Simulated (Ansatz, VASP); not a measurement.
## Two plane-wave programs on Si7Ge

The input POSCAR:

```
Si7Ge
1.0
    5.3312692196      0.0000000000      0.0000000000
    0.0000000000      5.3312692196      0.0000000000
    0.0000000000      0.0000000000      5.6046676412
Si Ge
7 1
Direct
    0.2524307582      0.2524307582      0.2524307582
    0.0000000000      0.5000000000      0.5000000000
    0.5000000000      0.5000000000      0.0000000000
    0.5000000000      0.0000000000      0.5000000000
    0.7475692418      0.2524307582      0.7475692418
    0.7475692418      0.7475692418      0.2524307582
    0.2524307582      0.7475692418      0.7475692418
    0.0000000000      0.0000000000      0.0000000000
```

INCAR.step1

```
SYSTEM = Si7Ge
PREC     = Accurate       ! precision mode
ENCUT    = 520            ! plane-wave cutoff, eV
ISMEAR   = 0              ! smearing method
SIGMA    = 0.05           ! smearing width, eV
LREAL    = .FALSE.        ! projectors in reciprocal space
LASPH    = .TRUE.         ! aspherical terms in the spheres
NELM     = 60             ! most SCF steps
NBANDS   = 31             ! bands
GGA      = PE             ! functional
ALGO     = Normal         ! electronic algorithm
EDIFF    = 1E-4           ! SCF threshold, eV
LWAVE    = .TRUE.         ! write WAVECAR
LCHARG   = .FALSE.        ! write CHGCAR
```

File INCAR.step2:

```
SYSTEM = Si7Ge
PREC     = Accurate       ! precision mode
ENCUT    = 520            ! plane-wave cutoff, eV
EDIFF    = 1E-6           ! SCF threshold, eV
ISMEAR   = 0              ! smearing method
SIGMA    = 0.05           ! smearing width, eV
LREAL    = .FALSE.        ! projectors in reciprocal space
LASPH    = .TRUE.         ! aspherical terms in the spheres
NELM     = 60             ! most SCF steps
ALGO     = Normal         ! electronic algorithm
ISIF     = 2              ! what is computed and relaxed
LWAVE    = .FALSE.        ! write WAVECAR
LCHARG   = .TRUE.         ! write CHGCAR
METAGGA  = R2SCAN         ! meta-GGA
LMIXTAU  = .TRUE.       
LELF     = .TRUE.         ! ELF
LVHAR    = .TRUE.       
NBANDS   = 31             ! bands
ISTART   = 1
```

Contents of KPOINTS:

```
Automatic mesh
0
G
  6 6 6
  0 0 0
```

Input for Ansatz:

```yaml
crystal:
  lattice:
    - [5.3312692196, 0.0, 0.0]
    - [0.0, 5.3312692196, 0.0]
    - [0.0, 0.0, 5.6046676412]
  atoms:
    - { symbol: Si, position: [0.2524307582, 0.2524307582, 0.2524307582] }
    - { symbol: Si, position: [0.0, 0.5, 0.5] }
    - { symbol: Si, position: [0.5, 0.5, 0.0] }
    - { symbol: Si, position: [0.5, 0.0, 0.5] }
    - { symbol: Si, position: [0.7475692418, 0.2524307582, 0.7475692418] }
    - { symbol: Si, position: [0.7475692418, 0.7475692418, 0.2524307582] }
    - { symbol: Si, position: [0.2524307582, 0.7475692418, 0.7475692418] }
    - { symbol: Ge, position: [0.0, 0.0, 0.0] }
basis:
  ecutwfc: 500
kpoints:
  mp_grid: { grid: [6, 6, 6] }
hamiltonian:
  xc: r2scan
scf:
  occupations: { method: gaussian, width: 0.05 }
output:
  forces: true
  stress: true
  eigenvalues: true
```

Change from the starting cell: strain -0.025 along x and y, +0.025 along z, atoms carried along.

Alike in both runs: task single point; functional r2SCAN; k mesh 6 × 6 × 6; occupations gaussian, width 0.05 eV; no spin polarisation.

|  | VASP | Ansatz |
| --- | --- | --- |
| version | VASP 6.6.1 | Ansatz 0.2.0 |
| potentials or method | VASP PAW PBE potentials, release 64 (Si, Ge_d), cutoff 520 eV | scalar-relativistic, plane waves, PAW |
| valence electrons in the cell | 42 | 42 |

|  | VASP | Ansatz | Ansatz less VASP |
| --- | --- | --- | --- |
| gap on the k mesh at the Fermi level (eV) | 0.36 | 0.35 | -0.011 |
| least direct gap on the mesh (eV) | 0.36 | 0.35 | -0.011 |
| pressure (GPa) | 2.3 | 2.5 | +0.19 |
| traceless stress, the component that is largest in VASP (GPa) | -3.79 | -3.77 | +0.019 |
| rms of the force components (eV/Å) | 0.011 | 0.007 | -0.0037 |

VASP's potentials were made for PBE, not for r2SCAN. Atom by atom the forces differ by 0.007 eV/Å (rms over components).
